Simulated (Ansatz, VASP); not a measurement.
**One calculation of Ru, two programs**

```
CELL_PARAMETERS angstrom
0.00000 1.87370 1.87370
1.87370 0.00000 1.87370
1.87370 1.87370 0.00000
ATOMIC_POSITIONS crystal
Ru 0.00000 0.00000 0.00000
```

Alike in both runs: functional LDA; k mesh 14 × 14 × 14; occupations fermi-dirac, width 0.1 eV; no spin polarisation.

Ansatz relaxed the structure, and its values are those at the end. VASP's run is a single point on that final structure, the one shown.

|  | VASP | Ansatz |
| --- | --- | --- |
| version | VASP 6.6.1 | Ansatz 0.2.0 |
| potentials or method | VASP PAW LDA potentials, release 64 (Ru_sv), cutoff 560 eV | plane waves (420 eV) with PAW, scalar-relativistic |
| valence electrons in the cell | 16 | 16 |

VASP gave:

| Item | Value |
| --- | --- |
| pressure (GPa) | 0.5 |

Question: What did Ansatz give for the same quantities?

Answer: Pressure (GPa): 0.0.

Ansatz warns that its potentials were made for another functional, while VASP's fit it. LDA's correlation is that of Perdew and Zunger in VASP and of Perdew and Wang (1992) in Ansatz.
